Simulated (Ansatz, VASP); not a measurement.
## Two plane-wave programs on ReRh2

```
Re Rh
1.0
     4.18901    0.00000    0.00000
    -2.09451    3.62779    0.00000
     0.00000    0.00000    2.66291
Re Rh
1 2
Direct
  0.00000 0.00000 0.00000
  0.33333 0.66667 0.50000
  0.66667 0.33333 0.50000
```

Alike in both runs: task relaxation of cell and atoms; functional PBE; k mesh 6 × 6 × 6; occupations gaussian, width 0.1 eV; no spin polarisation.

|  | VASP | Ansatz |
| --- | --- | --- |
| version | VASP 6.6.1 | Ansatz 0.2.0 |
| potentials or method | VASP PAW PBE potentials, release 64 (Re, Rh_pv), cutoff 600 eV | scalar-relativistic, plane waves, PAW |
| valence electrons in the cell | 37 | 49 |

VASP gave:

```
gap on the k mesh at the Fermi level, each at its own relaxed structure (eV) : none
relaxed volume (Å³/atom)                                                     : 14.37
relaxed length of the cell vector where the two differ most in proportion (Å)              : 2.680
```

**Question.** Which values does Ansatz return?

**Answer.** gap on the k mesh at the Fermi level, each at its own relaxed structure (eV): none; relaxed volume (Å³/atom): 14.38; relaxed length of the cell vector where the two differ most in proportion (Å): 2.680.

A gap of «none» marks a metal or a gap that the smearing closes. VASP's potentials hold 37 valence electrons a cell and Ansatz's 49, so a difference there can come from the potentials and not from the codes.

The k mesh is coarse, so the values compare programs but aren't converged. Neither program's run includes spin-orbit coupling.
